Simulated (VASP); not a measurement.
# InSe (P-3m1) in VASP: a series of runs

Runs on InSe. Level: PBE+D3(BJ). Tasks: single point.

Program: VASP 6.6.1. These are calculated values, not measurements. Logs are shortened: lines on timing, memory, paths and dates and some standing lists are left out, and cuts for length are marked.

## 1. The cell of the first run

The structure is trigonal, space group P-3m1 (No. 164). Conventional cell: a = 4.032 Å, b = 4.032 Å, c = 19.762 Å, α = 90.00°, β = 90.00°, γ = 120.00°. Within 3.5 Å of In (site symmetry 3m) lie 3 Se at 2.66 Å and 1 In at 2.79 Å. Within 3.5 Å of In (site symmetry 3m) lie 3 Se at 2.66 Å and 1 In at 2.79 Å. Se (site symmetry 3m) has 3 In at 2.66 Å within 3.5 Å. Se (site symmetry 3m) has 3 In at 2.66 Å within 3.5 Å.

## 2. Single point, PBE+D3(BJ) (the distance across one plane changed)

The input, INCAR:

```
SYSTEM = InSe
PREC = Accurate
ENCUT = 520
EDIFF = 1E-6
ISMEAR = 0
SIGMA = 0.03
LREAL = .FALSE.
LASPH = .TRUE.
NELM = 100
ALGO = Normal
ISIF = 2
LWAVE = .FALSE.
LCHARG = .FALSE.
GGA = PE
IVDW = 12
NBANDS = 48
```

The input, KPOINTS:

```
Automatic mesh
0
G
  9 9 2
  0 0 0
```

The input, POSCAR:

```
InSe
1.0
   -4.0317714842      0.0000000000      0.0000000000
   -2.0158857421     -3.4916165276      0.0000000000
    0.0000000000      0.0000000000     19.7623716544
In Se
4 4
Direct
    0.3333333333      0.3333333333      0.1413588735
    0.6666666667      0.6666666667      0.5654570523
    0.3333333333      0.3333333333      0.2827393053
    0.6666666667      0.6666666667      0.7068374840
    0.3333333333      0.3333333333      0.5003265470
    0.6666666667      0.6666666667      0.0762283682
    0.3333333333      0.3333333333      0.7719679894
    0.6666666667      0.6666666667      0.3478698106
```

Potentials or basis: VASP PAW PBE potentials, release 64 (In_d, Se).

On the command line:

```
cat potpaw_PBE.64/In_d/POTCAR potpaw_PBE.64/Se/POTCAR > POTCAR
mpirun -np 1 vasp_std > vasp.out
```

OUTCAR:

```text
SYSTEM = InSe
   PREC = Accurate
   ENCUT = 520
   EDIFF = 1E-6
   ISMEAR = 0
   LREAL = .FALSE.
   LASPH = .TRUE.
   NELM = 100
   ISIF = 2
   GGA = PE
   IVDW = 12
 IVDW          = 12

 ion  position               nearest neighbor table
   1  0.333  0.333  0.141-   6 2.66   6 2.66   6 2.66   3 2.79
   2  0.667  0.667  0.565-   5 2.66   5 2.66   5 2.66   4 2.79
   3  0.333  0.333  0.283-   8 2.66   8 2.66   8 2.66   1 2.79
   4  0.667  0.667  0.707-   7 2.66   7 2.66   7 2.66   2 2.79
   5  0.333  0.333  0.500-   2 2.66   2 2.66   2 2.66
   6  0.667  0.667  0.076-   1 2.66   1 2.66   1 2.66
   7  0.333  0.333  0.772-   4 2.66   4 2.66   4 2.66
   8  0.667  0.667  0.348-   3 2.66   3 2.66   3 2.66

  LATTYP: Found a hexagonal cell.
 ALAT       =     4.0317714842
 C/A-ratio  =     4.9016596629

  Lattice vectors:

 A1 = (   2.0158857421,   3.4916165276,   0.0000000000)
 A2 = (  -4.0317714842,   0.0000000000,   0.0000000000)
 A3 = (   0.0000000000,   0.0000000000,  19.7623716544)

Analysis of symmetry for initial positions (statically):
=====================================================================
 Subroutine PRICEL returns:
 Original cell was already a primitive cell.

 Routine SETGRP: Setting up the symmetry group for a
 hexagonal supercell.

 Subroutine GETGRP returns: Found 12 space group operations
 (whereof  6 operations were pure point group operations)
 out of a pool of 24 trial point group operations.

The static configuration has the point symmetry C_3v.
 The point group associated with its full space group is D_3d.

Analysis of symmetry for dynamics (positions and initial velocities):
=====================================================================
 Subroutine PRICEL returns:
 Original cell was already a primitive cell.

 Routine SETGRP: Setting up the symmetry group for a
 hexagonal supercell.

 Subroutine GETGRP returns: Found 12 space group operations
 (whereof  6 operations were pure point group operations)
 out of a pool of 24 trial point group operations.

The dynamic configuration has the point symmetry C_3v.
 The point group associated with its full space group is D_3d.

 Subroutine INISYM returns: Found 12 space group operations
 (whereof  6 operations are pure point group operations),
 and found     1 'primitive' translations

----------------------------------------------------------------------------------------

                                     Primitive cell

  volume of cell :     278.2028

  direct lattice vectors                    reciprocal lattice vectors
    -4.031771484  0.000000000  0.000000000    -0.248029930  0.143200147  0.000000000
    -2.015885742 -3.491616528  0.000000000     0.000000000 -0.286400294  0.000000000
     0.000000000  0.000000000 19.762371654     0.000000000  0.000000000  0.050601214

  length of vectors
     4.031771484  4.031771484 19.762371654     0.286400294  0.286400294  0.050601214

  position of ions in fractional coordinates (direct lattice)
     0.333333333  0.333333333  0.141358874
     0.666666667  0.666666667  0.565457052
     0.333333333  0.333333333  0.282739305
     0.666666667  0.666666667  0.706837484
     0.333333333  0.333333333  0.500326547
     0.666666667  0.666666667  0.076228368
     0.333333333  0.333333333  0.771967989
     0.666666667  0.666666667  0.347869811

  ion indices of the primitive-cell ions
   primitive index   ion index
                 1           1
                 2           2
                 3           3
                 4           4
                 5           5
                 6           6
                 7           7
                 8           8

----------------------------------------------------------------------------------------

 KPOINTS: Automatic mesh

Automatic generation of k-mesh.
 Grid dimensions read from file:
 generate k-points for:    9    9    2

 Generating k-lattice:

  Cartesian coordinates                     Fractional coordinates (reciprocal lattice)
    -0.027558881  0.015911127  0.000000000     0.111111111 -0.000000000  0.000000000
     0.000000000 -0.031822255  0.000000000     0.000000000  0.111111111  0.000000000
     0.000000000  0.000000000  0.025300607     0.000000000  0.000000000  0.500000000

  Length of vectors
     0.031822255  0.031822255  0.025300607

  Shift w.r.t. Gamma in fractional coordinates (k-lattice)
     0.000000000  0.000000000  0.000000000

 Subroutine IBZKPT returns following result:
 ===========================================

 Found     24 irreducible k-points:

 Following reciprocal coordinates:
            Coordinates               Weight
  0.000000  0.000000  0.000000      1.000000
  0.111111  0.000000  0.000000      6.000000
  0.222222  0.000000  0.000000      6.000000
  0.333333  0.000000  0.000000      6.000000
  0.444444  0.000000  0.000000      6.000000
  0.222222  0.111111  0.000000      6.000000
[... 16 lines left out ...]
 -0.444444  0.222222  0.500000     12.000000
 -0.333333  0.333333  0.500000      2.000000
   k-points           NKPTS =     24   k-points in BZ     NKDIM =     24   number of bands    NBANDS=     48
   number of dos      NEDOS =    301   number of ions     NIONS =      8
   total plane-waves  NPLWV = 135000
   dimension x,y,z NGX =    30 NGY =   30 NGZ =  150
   dimension x,y,z NGXF=    60 NGYF=   60 NGZF=  300
   ions per type =               4   4
   NGX,Y,Z   is equivalent  to a cutoff of  12.37, 12.37, 12.62 a.u.
   NGXF,Y,Z  is equivalent  to a cutoff of  24.74, 24.74, 25.24 a.u.
 SYSTEM =  InSe
   PREC   = accura    normal or accurate (medium, high low for compatibility)
   ISTART =      0    job   : 0-new  1-cont  2-samecut
   ICHARG =      2    charge: 1-file 2-atom 10-const
   ISPIN  =      1    spin polarized calculation?
   LNONCOLLINEAR =      F non collinear calculations
   LSORBIT =      F    spin-orbit coupling
   LASPH  =      T    aspherical Exc in radial PAW
   ENCUT  =  520.0 eV  38.22 Ry    6.18 a.u.   7.50  7.50 36.74*2*pi/ulx,y,z
   NELM   =    100;   NELMIN=  2; NELMDL= -5     # of ELM steps
   EDIFF  = 0.1E-05   stopping-criterion for ELM
   LREAL  =      F    real-space projection
   EDIFFG = 0.1E-04   stopping-criterion for IOM
   NSW    =      0    number of steps for IOM
   IBRION =     -1    ionic relax: 0-MD 1-quasi-New 2-CG
   NFREE  =      0    steps in history (QN), initial steepest desc. (CG)
   ISIF   =      2    stress and relaxation
   ISYM   =      2    0-nonsym 1-usesym 2-fastsym
   POTIM  = 0.5000    time-step for ionic-motion
   TEBEG  =    0.0;   TEEND  =   0.0 temperature during run
   PSTRESS=    0.0 pullay stress
   NELECT =      76.0000    total number of electrons
   NUPDOWN=      -1.0000    fix difference up-down
   EMIN   =  10.00;   EMAX   =-10.00  energy-range for DOS
   EFERMI =   0.00;   METHOD = LEGACY
   ISMEAR =     0;   SIGMA  =   0.03  broadening in eV -4-tet -1-fermi 0-gaus
   EFERMI_NEDOS =   21; number of points for ismear=-14 and -15
   IALGO  =     38    algorithm
   IMIX   =      4    mixing-type and parameters
     AMIX     =   0.40;   BMIX     =  1.00
     AMIX_MAG =   1.60;   BMIX_MAG =  1.00
  volume/ion in A,a.u.               =      34.78       234.68
  Fermi-wavevector in a.u.,A,eV,Ry     =   1.062247  2.007356 15.352389  1.128369
  Thomas-Fermi vector in A             =   2.197691
   LORBIT       =      0    0 simple, 1 ext, 2 COOP (PROOUT), +10 PAW based schemes
   GGA     = PE    functional components
   LHFCALC =     F    Hartree Fock is set to
   AEXX    =    0.0000 exact exchange contribution
   IVDW    =    12    specifies the selected vdW correction
   LEPSILON=     F    determine dielectric tensor
   LRPA    =     F    only Hartree local field effects (RPA)
 non-spin polarized calculation
 Gauss-broadening in eV      SIGMA  =   0.03
  energy-cutoff  :      520.00
  volume of cell :      278.20
 maximum number of plane-waves:      7535
 NGX is ok and might be reduce to    30
   NGX = 15   NGY = 15   NGZ = 73

 number of electron      76.0000001 magnetization

 Free energy of the ion-electron system (eV)
  ---------------------------------------------------
  ext. energy  EPLUGINS =         0.00000000
  ---------------------------------------------------
  free energy    TOTEN  =       -28.36384754 eV

  energy without entropy =      -28.36384754  energy(sigma->0) =      -28.36384754

 E-fermi :   2.3435     XC(G=0):  -7.8636

 val. band max:        2.2133172929   @ k =   0.1111   0.0000   0.0000
 cond. band min:       3.2039831253   @ k =   0.0000   0.0000   0.0000
 fundamental gap:      0.9906658324
 Fermi energy:         2.3435296336

 k-point     1 :       0.0000    0.0000    0.0000
  band No.  band energies     occupation
      1     -12.1758      2.00000
      2     -12.1754      2.00000
      3     -11.9916      2.00000
      4     -11.9916      2.00000
      5     -11.9913      2.00000
      6     -11.9913      2.00000
[... 40 lines left out ...]
     47       7.4159      0.00000
     48       7.9151      0.00000

 k-point     2 :       0.1111    0.0000    0.0000
  band No.  band energies     occupation
      1     -12.1754      2.00000
      2     -12.1750      2.00000
      3     -12.0332      2.00000
      4     -12.0298      2.00000
      5     -11.9898      2.00000
      6     -11.9895      2.00000
[... 40 lines left out ...]
     47       7.3409      0.00000
     48       7.6948      0.00000

 k-point     3 :       0.2222    0.0000    0.0000
  band No.  band energies     occupation
      1     -12.1894      2.00000
      2     -12.1880      2.00000
      3     -12.1024      2.00000
      4     -12.0965      2.00000
      5     -12.0497      2.00000
      6     -12.0446      2.00000
[... 1060 lines left out ...]
     47       7.5163      0.00000
     48       7.7129      0.00000

 k-point    24 :      -0.3333    0.3333    0.5000
  band No.  band energies     occupation
      1     -12.2869      2.00000
      2     -12.2869      2.00000
      3     -12.1909      2.00000
      4     -12.1909      2.00000
      5     -12.1168      2.00000
      6     -12.1168      2.00000
[... 40 lines left out ...]
     47       8.2263      0.00000
     48       8.2263      0.00000

------------------------ aborting loop because EDIFF is reached ----------------------------------------

 Edisp (eV)   -2.11568

 E8    (eV) :    -0.9794

  FORCE on cell =-STRESS in cart. coord.  units (eV):
  Direction    XX          YY          ZZ          XY          YZ          ZX
  --------------------------------------------------------------------------------------
  -------------------------------------------------------------------------------------
  Total       0.01816     0.01816    -0.05010    -0.00000    -0.00000    -0.00000
  in kB       0.10457     0.10457    -0.28854    -0.00000    -0.00000    -0.00000
  external pressure =       -0.03 kB  Pullay stress =        0.00 kB

 VOLUME and BASIS-vectors are now :
 -----------------------------------------------------------------------------
  energy-cutoff  :      520.00
  volume of cell :      278.20
      direct lattice vectors                 reciprocal lattice vectors
    -4.031771484  0.000000000  0.000000000    -0.248029930  0.143200147  0.000000000
    -2.015885742 -3.491616528  0.000000000     0.000000000 -0.286400294  0.000000000
     0.000000000  0.000000000 19.762371654     0.000000000  0.000000000  0.050601214

 POSITION                                       TOTAL-FORCE (eV/Angst)
 -----------------------------------------------------------------------------------
     -2.01589     -1.16387      2.79359         0.000000     -0.000000      0.033063
     -4.03177     -2.32774     11.17477         0.000000     -0.000000      0.017924
     -2.01589     -1.16387      5.58760        -0.000000     -0.000000     -0.017924
     -4.03177     -2.32774     13.96879        -0.000000      0.000000     -0.033063
     -2.01589     -1.16387      9.88764        -0.000000     -0.000000     -0.015704
     -4.03177     -2.32774      1.50645        -0.000000     -0.000000     -0.062944
     -2.01589     -1.16387     15.25592         0.000000      0.000000      0.062944
     -4.03177     -2.32774      6.87473         0.000000     -0.000000      0.015704
 -----------------------------------------------------------------------------------
    total drift:                                0.000000      0.000000      0.000080

  FREE ENERGIE OF THE ION-ELECTRON SYSTEM (eV)
  ---------------------------------------------------
  free  energy   TOTEN  =       -30.4795275767 eV

  energy  without entropy=      -30.4795275767  energy(sigma->0) =      -30.47952758
```

It took 6.7 min on 1 thread of Intel Xeon Platinum 8488C (Sapphire Rapids), shared host; peak memory 0.49 GiB.

What came out:

| Item | Value |
| --- | --- |
| Free energy | -30.4795 eV |
| Pressure | 0.0 GPa |
| Largest force | 0.063 eV/Å |
| Band gap on the k mesh | 0.99 eV (least direct gap 1.04 eV) |
| Dispersion energy per atom | -0.264 eV |

Forces in eV/Å, atoms in the order of the input:
```
In   0.000  0.000  0.033
In   0.000  0.000  0.018
In   0.000  0.000 -0.018
In   0.000  0.000 -0.033
Se   0.000  0.000 -0.016
Se   0.000  0.000 -0.063
Se   0.000  0.000  0.063
Se   0.000  0.000  0.016
```

Levels at points of the mesh, in eV from the valence-band top:
| k point | band 36 | band 37 | band 38 | band 39 | band 40 | band 41 |
| --- | --- | --- | --- | --- | --- | --- |
| (0.00, 0.00, 0.00) | -0.73 | -0.73 | -0.05 | 0.99 | 1.75 | 2.47 |
| (0.00, 0.00, 0.50) | -0.73 | -0.73 | -0.12 | 1.07 | 1.70 | 2.48 |

Caveat: the cell differs from its parent crystal (the distance across one plane changed); spin-orbit coupling is left out, which moves the levels of the heavy elements. A k mesh can miss the band edges.

## 3. Single point, PBE+D3(BJ) (the distance across one plane changed)

The input, INCAR:

```
ALGO     = Normal         # electronic algorithm
EDIFF    = 1E-7           # SCF threshold, eV
ENCUT    = 520            # plane-wave cutoff, eV
GGA      = PE             # functional
ISIF     = 2              # what is computed and relaxed
ISMEAR   = 0              # smearing method
IVDW     = 12             # dispersion correction
LASPH    = T              # aspherical terms in the spheres
LCHARG   = F              # write CHGCAR
LREAL    = F              # projectors in reciprocal space
LWAVE    = F              # write WAVECAR
NBANDS   = 48             # bands
NELM     = 80             # most SCF steps
PREC     = Accurate       # precision mode
SIGMA    = 0.03           # smearing width, eV
```

The input, KPOINTS:

```
k-points
0
Gamma
  9 9 2
```

The input, POSCAR:

```
InSe
1.0
   -4.0317714842      0.0000000000      0.0000000000
   -2.0158857421     -3.4916165276      0.0000000000
    0.0000000000      0.0000000000     21.2623716544
In Se
4 4
Direct
    0.3333333333      0.3333333333      0.1313864060
    0.6666666667      0.6666666667      0.5255656615
    0.3333333333      0.3333333333      0.2627928494
    0.6666666667      0.6666666667      0.6569721048
    0.3333333333      0.3333333333      0.4650299285
    0.6666666667      0.6666666667      0.0708506731
    0.3333333333      0.3333333333      0.7175078378
    0.6666666667      0.6666666667      0.3233285824
```

Potentials or basis: VASP PAW PBE potentials, release 64 (In_d, Se).

On the command line:

```
cat potpaw_PBE.64/In_d/POTCAR potpaw_PBE.64/Se/POTCAR > POTCAR
mpirun -np 1 vasp_std > vasp.out
```

Run time: 8.4 min. Hardware: 1 thread of Intel Xeon Platinum 8488C (Sapphire Rapids), shared host; peak memory 0.53 GiB.

The run converged. Its results:

| Quantity | Value |
| --- | --- |
| Free energy | -30.4536 eV |
| Pressure | 0.0 GPa |
| Largest force | 0.051 eV/Å |
| Band gap on the k mesh | 1.04 eV (least direct gap 1.10 eV) |
| Dispersion energy per atom | -0.261 eV |

Forces on the atoms (eV/Å):
```
In   0.000  0.000  0.038
In   0.000  0.000  0.017
In   0.000  0.000 -0.017
In   0.000  0.000 -0.038
Se   0.000  0.000 -0.016
Se   0.000  0.000 -0.051
Se   0.000  0.000  0.051
Se   0.000  0.000  0.016
```

Levels at points of the mesh, in eV from the valence-band top:
```csv
k point,band 36,band 37,band 38,band 39,band 40,band 41
"(0.00, 0.00, 0.00)",-0.71,-0.71,-0.06,1.04,1.75,2.49
"(0.00, 0.00, 0.50)",-0.71,-0.71,-0.07,1.05,1.73,2.49
```

Caveat: the cell differs from its parent crystal (the distance across one plane changed); spin-orbit coupling is left out, which moves the levels of the heavy elements.
